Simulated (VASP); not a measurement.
# Ag: single point with LDA

Ag:

```xyz
1
Lattice="-1.5806 1.5806 1.5806 1.5806 -1.5806 1.5806 1.5806 1.5806 -1.5806" Properties=species:S:1:pos:R:3 pbc="T T T"
Ag    0.0000    0.0000    0.0000
```

This cell differs from its parent crystal: volume scaled by 0.98.

```
Program                : VASP 6.6.1
Task                   : single point
Functional             : LDA
Potentials or basis    : VASP PAW LDA potentials, release 64 (Ag)
Cutoff                 : 520 eV
k mesh                 : 20 × 20 × 20
Occupations            : fermi-dirac, width 0.15 eV
Spin                   : no spin polarisation
Dipole correction      : no
Further INCAR settings : ALGO = Normal; EDIFF = 1e-06; NBANDS = 12
```

- Pressure: 3.0 GPa

Levels at points of the mesh, in eV from the Fermi level:
```csv
k point,band 4,band 5,band 6,band 7,band 8,band 9
"(0.00, 0.00, 0.00)",-5.24,-3.69,-3.69,18.19,18.19,18.19
"(0.50, 0.00, 0.00)",-3.54,-2.52,-0.33,4.59,13.55,15.04
"(0.50, 0.50, 0.50)",-2.80,-2.80,7.02,7.02,7.02,13.85
```

Run time: 45 s on 1 thread of Intel Xeon 8259CL, with other jobs on the host, peak memory 0.16 GiB.
